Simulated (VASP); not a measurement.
# ZnS (F-43m) in VASP: a series of runs

The runs below take ZnS through single point, relaxation of cell and atoms, with LDA.

Program: VASP 6.6.1. These are calculated values, not measurements. Logs are shortened: lines on timing, memory, paths and dates and some standing lists are left out, and cuts for length are marked.

**Experimental background.**

From “Electronic, vibrational, and thermodynamic properties of ZnS (zincblende and rocksalt structure)”, 2009, arxiv:0911.5022, for a bulk crystal of ZnS at 19 K: band gap 3.85 eV (direct).

The results are compared with them further down.

**1. The cell of the first run**

It takes space group F-43m (No. 216, cubic). Conventional cell: a = 5.297 Å, b = 5.297 Å, c = 5.297 Å, α = 90.00°, β = 90.00°, γ = 90.00°. Zn (site symmetry -43m) has 4 S at 2.29 Å within 3.0 Å. Within 3.0 Å of S (site symmetry -43m) lie 4 Zn at 2.29 Å.

**2. Single point, LDA**

Contents of INCAR:

```
ALGO = Normal
EDIFF = 1E-6
ENCUT = 520
GGA = CA
ISIF = 2
ISMEAR = 0
LASPH = True
LCHARG = False
LREAL = False
LWAVE = False
NBANDS = 16
NELM = 60
PREC = Accurate
SIGMA = 0.02
```

Contents of KPOINTS:

```
k-points
0
Gamma
  10 10 10
```

Contents of POSCAR:

```
ZnS
1.0
    0.0000000000      2.6484690887      2.6484690887
    2.6484690887      0.0000000000      2.6484690887
    2.6484690887      2.6484690887      0.0000000000
Zn S
1 1
Direct
    0.2500000000      0.2500000000      0.2500000000
    0.0000000000      0.0000000000      0.0000000000
```

Potentials or basis: VASP PAW LDA potentials, release 64 (Zn, S).

Command:

```sh
cat potpaw_LDA.64/Zn/POTCAR potpaw_LDA.64/S/POTCAR > POTCAR
mpirun -np 1 vasp_std > vasp.out
```

OUTCAR:

```text
EDIFF = 1E-6
   ENCUT = 520
   GGA = CA
   ISIF = 2
   ISMEAR = 0
   LASPH = True
   LREAL = False
   NELM = 60
   PREC = Accurate

 ion  position               nearest neighbor table
   1  0.250  0.250  0.250-   2 2.29   2 2.29   2 2.29   2 2.29
   2  0.000  0.000  0.000-   1 2.29   1 2.29   1 2.29   1 2.29

  LATTYP: Found a face centered cubic cell.
 ALAT       =     5.2969381774

  Lattice vectors:

 A1 = (   0.0000000000,   2.6484690887,   2.6484690887)
 A2 = (   2.6484690887,   0.0000000000,   2.6484690887)
 A3 = (   2.6484690887,   2.6484690887,   0.0000000000)

Analysis of symmetry for initial positions (statically):
=====================================================================
 Subroutine PRICEL returns:
 Original cell was already a primitive cell.

 Routine SETGRP: Setting up the symmetry group for a
 face centered cubic supercell.

 Subroutine GETGRP returns: Found 24 space group operations
 (whereof 24 operations were pure point group operations)
 out of a pool of 48 trial point group operations.

The static configuration has the point symmetry T_d .

Analysis of symmetry for dynamics (positions and initial velocities):
=====================================================================
 Subroutine PRICEL returns:
 Original cell was already a primitive cell.

 Routine SETGRP: Setting up the symmetry group for a
 face centered cubic supercell.

 Subroutine GETGRP returns: Found 24 space group operations
 (whereof 24 operations were pure point group operations)
 out of a pool of 48 trial point group operations.

The dynamic configuration has the point symmetry T_d .

 Subroutine INISYM returns: Found 24 space group operations
 (whereof 24 operations are pure point group operations),
 and found     1 'primitive' translations

----------------------------------------------------------------------------------------

                                     Primitive cell

  volume of cell :      37.1548

  direct lattice vectors                    reciprocal lattice vectors
     0.000000000  2.648469089  2.648469089    -0.188788309  0.188788309  0.188788309
     2.648469089  0.000000000  2.648469089     0.188788309 -0.188788309  0.188788309
     2.648469089  2.648469089  0.000000000     0.188788309  0.188788309 -0.188788309

  length of vectors
     3.745500905  3.745500905  3.745500905     0.326990943  0.326990943  0.326990943

  position of ions in fractional coordinates (direct lattice)
     0.250000000  0.250000000  0.250000000
     0.000000000  0.000000000  0.000000000

  ion indices of the primitive-cell ions
   primitive index   ion index
                 1           1
                 2           2

----------------------------------------------------------------------------------------

 KPOINTS: k-points

Automatic generation of k-mesh.
 Grid dimensions read from file:
 generate k-points for:   10   10   10

 Generating k-lattice:

  Cartesian coordinates                     Fractional coordinates (reciprocal lattice)
    -0.018878831  0.018878831  0.018878831     0.100000000  0.000000000  0.000000000
     0.018878831 -0.018878831  0.018878831     0.000000000  0.100000000  0.000000000
     0.018878831  0.018878831 -0.018878831     0.000000000  0.000000000  0.100000000

  Length of vectors
     0.032699094  0.032699094  0.032699094

  Shift w.r.t. Gamma in fractional coordinates (k-lattice)
     0.000000000  0.000000000  0.000000000

 Subroutine IBZKPT returns following result:
 ===========================================

 Found     47 irreducible k-points:

 Following reciprocal coordinates:
            Coordinates               Weight
  0.000000  0.000000  0.000000      1.000000
  0.100000  0.000000  0.000000      8.000000
  0.200000  0.000000  0.000000      8.000000
  0.300000  0.000000  0.000000      8.000000
  0.400000  0.000000  0.000000      8.000000
  0.500000  0.000000  0.000000      4.000000
[... 16 lines left out ...]
  0.300000  0.300000  0.000000      6.000000
  0.400000  0.300000  0.000000     24.000000
 [... further k-points ...]
   k-points           NKPTS =     47   k-points in BZ     NKDIM =     47   number of bands    NBANDS=     16
   number of dos      NEDOS =    301   number of ions     NIONS =      2
   total plane-waves  NPLWV =  21952
   dimension x,y,z NGX =    28 NGY =   28 NGZ =   28
   dimension x,y,z NGXF=    56 NGYF=   56 NGZF=   56
   ions per type =               1   1
   NGX,Y,Z   is equivalent  to a cutoff of  12.43, 12.43, 12.43 a.u.
   NGXF,Y,Z  is equivalent  to a cutoff of  24.86, 24.86, 24.86 a.u.
 SYSTEM =  unknown system
   PREC   = accura    normal or accurate (medium, high low for compatibility)
   ISTART =      0    job   : 0-new  1-cont  2-samecut
   ICHARG =      2    charge: 1-file 2-atom 10-const
   ISPIN  =      1    spin polarized calculation?
   LNONCOLLINEAR =      F non collinear calculations
   LSORBIT =      F    spin-orbit coupling
   LASPH  =      T    aspherical Exc in radial PAW
   ENCUT  =  520.0 eV  38.22 Ry    6.18 a.u.   6.96  6.96  6.96*2*pi/ulx,y,z
   NELM   =     60;   NELMIN=  2; NELMDL= -5     # of ELM steps
   EDIFF  = 0.1E-05   stopping-criterion for ELM
   LREAL  =      F    real-space projection
   EDIFFG = 0.1E-04   stopping-criterion for IOM
   NSW    =      0    number of steps for IOM
   IBRION =     -1    ionic relax: 0-MD 1-quasi-New 2-CG
   NFREE  =      0    steps in history (QN), initial steepest desc. (CG)
   ISIF   =      2    stress and relaxation
   ISYM   =      2    0-nonsym 1-usesym 2-fastsym
   POTIM  = 0.5000    time-step for ionic-motion
   TEBEG  =    0.0;   TEEND  =   0.0 temperature during run
   PSTRESS=    0.0 pullay stress
   NELECT =      18.0000    total number of electrons
   NUPDOWN=      -1.0000    fix difference up-down
   EMIN   =  10.00;   EMAX   =-10.00  energy-range for DOS
   EFERMI =   0.00;   METHOD = LEGACY
   ISMEAR =     0;   SIGMA  =   0.02  broadening in eV -4-tet -1-fermi 0-gaus
   EFERMI_NEDOS =   21; number of points for ismear=-14 and -15
   IALGO  =     38    algorithm
   IMIX   =      4    mixing-type and parameters
     AMIX     =   0.40;   BMIX     =  1.00
     AMIX_MAG =   1.60;   BMIX_MAG =  1.00
  volume/ion in A,a.u.               =      18.58       125.37
  Fermi-wavevector in a.u.,A,eV,Ry     =   1.285763  2.429739 22.492951  1.653185
  Thomas-Fermi vector in A             =   2.417877
   LORBIT       =      0    0 simple, 1 ext, 2 COOP (PROOUT), +10 PAW based schemes
   GGA     = CA    functional components
   LHFCALC =     F    Hartree Fock is set to
   AEXX    =    0.0000 exact exchange contribution
   IVDW    =     0    specifies the selected vdW correction
   LEPSILON=     F    determine dielectric tensor
   LRPA    =     F    only Hartree local field effects (RPA)
 non-spin polarized calculation
 Gauss-broadening in eV      SIGMA  =   0.02
  energy-cutoff  :      520.00
  volume of cell :       37.15
 maximum number of plane-waves:      1012
   NGX = 13   NGY = 13   NGZ = 13

 number of electron      18.0000014 magnetization

 Free energy of the ion-electron system (eV)
  ---------------------------------------------------
  ext. energy  EPLUGINS =         0.00000000
  ---------------------------------------------------
  free energy    TOTEN  =        -8.20788464 eV

  energy without entropy =       -8.20788464  energy(sigma->0) =       -8.20788464

 E-fermi :   2.6412     XC(G=0): -10.3161

 val. band max:        2.5125286400   @ k =   0.0000   0.0000   0.0000
 cond. band min:       4.6724059151   @ k =   0.0000   0.0000   0.0000
 fundamental gap:      2.1598772751
 Fermi energy:         2.6412092106

 k-point     1 :       0.0000    0.0000    0.0000
  band No.  band energies     occupation
      1     -11.0344      2.00000
      2      -4.2436      2.00000
      3      -4.2436      2.00000
      4      -4.2436      2.00000
      5      -3.6905      2.00000
      6      -3.6905      2.00000
[... 8 lines left out ...]
     15      14.3386      0.00000
     16      14.3718      0.00000

 k-point     2 :       0.1000    0.0000    0.0000
  band No.  band energies     occupation
      1     -10.9490      2.00000
      2      -4.2470      2.00000
      3      -4.2282      2.00000
      4      -4.2282      2.00000
      5      -3.6922      2.00000
      6      -3.6922      2.00000
[... 8 lines left out ...]
     15      13.8372      0.00000
     16      14.9725      0.00000

 k-point     3 :       0.2000    0.0000    0.0000
  band No.  band energies     occupation
      1     -10.7120      2.00000
      2      -4.2370      2.00000
      3      -4.1904      2.00000
      4      -4.1904      2.00000
      5      -3.6925      2.00000
      6      -3.6925      2.00000
[... 8 lines left out ...]
     15      13.3784      0.00000
     16      14.9235      0.00000

 k-point     4 :       0.3000    0.0000    0.0000
  band No.  band energies     occupation
      1     -10.3868      2.00000
      2      -4.1554      2.00000
      3      -4.1502      2.00000
      4      -4.1502      2.00000
      5      -3.6830      2.00000
      6      -3.6830      2.00000
[... 8 lines left out ...]
     15      13.7752      0.00000
     16      14.3402      0.00000
[... 324 lines left out ...]
 k-point    22 :      -0.2000    0.2000    0.0000
  band No.  band energies     occupation
      1     -10.2768      2.00000
      2      -4.1540      2.00000
      3      -4.1217      2.00000
      4      -4.1174      2.00000
      5      -3.7170      2.00000
      6      -3.6471      2.00000
[... 8 lines left out ...]
     15      15.5086      0.00000
     16      17.2154      0.00000

 k-point    23 :       0.3000    0.3000    0.0000
  band No.  band energies     occupation
      1     -10.1691      2.00000
      2      -4.3284      2.00000
      3      -4.0212      2.00000
      4      -4.0212      2.00000
      5      -3.7309      2.00000
      6      -3.6331      2.00000
[... 8 lines left out ...]
     15      15.4412      0.00000
     16      19.4151      0.00000

 k-point    24 :       0.4000    0.3000    0.0000
  band No.  band energies     occupation
      1      -9.9345      2.00000
      2      -4.2960      2.00000
      3      -3.9709      2.00000
      4      -3.9635      2.00000
      5      -3.6690      2.00000
      6      -3.6243      2.00000
[... 8 lines left out ...]
     15      16.0157      0.00000
     16      18.6375      0.00000

 [... further k-points ...]

------------------------ aborting loop because EDIFF is reached ----------------------------------------

  FORCE on cell =-STRESS in cart. coord.  units (eV):
  Direction    XX          YY          ZZ          XY          YZ          ZX
  --------------------------------------------------------------------------------------
  -------------------------------------------------------------------------------------
  Total        0.0514177      0.0514177      0.0514177      0.0000000     -0.0000000      0.0000000
  in kB        2.2172187      2.2172187      2.2172187      0.0000000     -0.0000000      0.0000000
  external PRESSURE =       2.2172187 kB  Pullay stress =       0.0000000 kB

 VOLUME and BASIS-vectors are now :
 -----------------------------------------------------------------------------
  energy-cutoff  :      520.00
  volume of cell :       37.15
      direct lattice vectors                 reciprocal lattice vectors
     0.000000000  2.648469089  2.648469089    -0.188788309  0.188788309  0.188788309
     2.648469089  0.000000000  2.648469089     0.188788309 -0.188788309  0.188788309
     2.648469089  2.648469089  0.000000000     0.188788309  0.188788309 -0.188788309

 POSITION                                       TOTAL-FORCE (eV/Angst)
 -----------------------------------------------------------------------------------
      1.32423      1.32423      1.32423         0.000000      0.000000     -0.000000
      0.00000      0.00000      0.00000        -0.000000     -0.000000      0.000000
 -----------------------------------------------------------------------------------
    total drift:                               -0.000001     -0.000001     -0.000001

  FREE ENERGIE OF THE ION-ELECTRON SYSTEM (eV)
  ---------------------------------------------------
  free  energy   TOTEN  =        -8.2078846371 eV

  energy  without entropy=       -8.2078846371  energy(sigma->0) =       -8.20788464
```

Wall time 45 s (1 thread of Intel Xeon 8259CL, shared host); peak memory 0.15 GiB.

Results:

- Free energy: -8.2079 eV
- Pressure: 0.2 GPa
- Band gap on the k mesh: 2.16 eV

Levels at points of the mesh, in eV from the valence-band top:
```
           k point  band 7  band 8  band 9  band 10  band 11  band 12
(0.00, 0.00, 0.00)    0.00    0.00    0.00     2.16     6.21     6.21
(0.50, 0.00, 0.00)   -5.78   -0.97   -0.97     3.23     6.76     6.76
(0.50, 0.50, 0.00)   -4.91   -2.47   -2.47     3.06     3.89    11.16
```

**3. Relaxation of cell and atoms, LDA**

This run uses another cell than the first one, of 19.73 Å³/atom.

Contents of INCAR:

```
PREC     = Accurate       # precision mode
ENCUT    = 600            # plane-wave cutoff, eV
EDIFF    = 1E-7           # SCF threshold, eV
ISMEAR   = 0              # smearing method
SIGMA    = 0.02           # smearing width, eV
LREAL    = False          # projectors in reciprocal space
LASPH    = True           # aspherical terms in the spheres
NELM     = 60             # most SCF steps
ALGO     = Normal         # electronic algorithm
ISIF     = 3              # what is computed and relaxed
LWAVE    = False          # write WAVECAR
LCHARG   = False          # write CHGCAR
GGA      = CA             # functional
IBRION   = 2              # ionic algorithm
NSW      = 100            # ionic steps
EDIFFG   = -0.005         # ionic threshold
```

Contents of KPOINTS:

```
Automatic mesh
0
Gamma
  10 10 10
```

Contents of POSCAR:

```
ZnS
1.0
    0.0000000000      2.7020000000      2.7020000000
    2.7020000000      0.0000000000      2.7020000000
    2.7020000000      2.7020000000      0.0000000000
Zn S
1 1
Direct
    0.2500000000      0.2500000000      0.2500000000
    0.0000000000      0.0000000000      0.0000000000
```

Potentials or basis: VASP PAW LDA potentials, release 64 (Zn, S).

Command:

```sh
cat potpaw_LDA.64/Zn/POTCAR potpaw_LDA.64/S/POTCAR > POTCAR
mpirun -np 1 vasp_std > vasp.out
```

It took 100 s on 1 thread of Intel Xeon 8259CL, shared host; peak memory 0.18 GiB.

It converged, with:

```yaml
Free_energy: -8.2087 eV
Relaxed_volume: 18.63 Å³/atom
Relaxed_cell: a = 3.749 Å, b = 3.749 Å, c = 3.749 Å, α = 60.00°, β = 60.00°, γ = 60.00°
Space_group_after_relaxing_to_0.1_Å: F-43m (No. 216)
Energy_gained_by_relaxing: 15.7 meV/atom
Ionic_steps: 3
Pressure_after_relaxing: 0.0 GPa
Band_gap_on_the_k_mesh: 2.15 eV
```

Step by step:
| step | energy change (eV) | largest force (eV/Å) | pressure (GPa) | volume (Å³) |
| --- | --- | --- | --- | --- |
| 1 | 0.0000 | 0.0000 | -4.35 | 39.45 |
| 2 | -0.0268 | 0.0000 | 1.92 | 36.47 |
| 3 | -0.0314 | 0.0000 | -0.01 | 37.25 |

Final structure:
```xyz
2
Lattice="0.0000 2.6508 2.6508 2.6508 0.0000 2.6508 2.6508 2.6508 0.0000" Properties=species:S:1:pos:R:3 pbc="T T T"
Zn    1.3254    1.3254    1.3254
S     0.0000    0.0000    0.0000
```

Levels at points of the mesh, in eV from the valence-band top:
```
           k point  band 6  band 7  band 8  band 9  band 10  band 11  band 12  band 13
(0.00, 0.00, 0.00)   -6.19    0.00    0.00    0.00     2.15     6.21     6.21     6.21
(0.50, 0.00, 0.00)   -5.97   -5.76   -0.96   -0.96     3.23     6.76     6.76     8.84
(0.50, 0.50, 0.00)   -5.95   -4.90   -2.46   -2.46     3.06     3.89    11.14    12.18
```

**4. How close it comes**

Step 2. Against the measured gap of ZnS, 3.85 eV (direct; 19 K; quoted in “Electronic, vibrational, and thermodynamic properties of ZnS (zincblende and rocksalt structure)”, 2009, arxiv:0911.5022), the calculated 2.16 eV is off by -1.69 eV. The value is that of LDA, without temperature or zero-point motion. Semilocal functionals fall short of measured gaps as a rule.
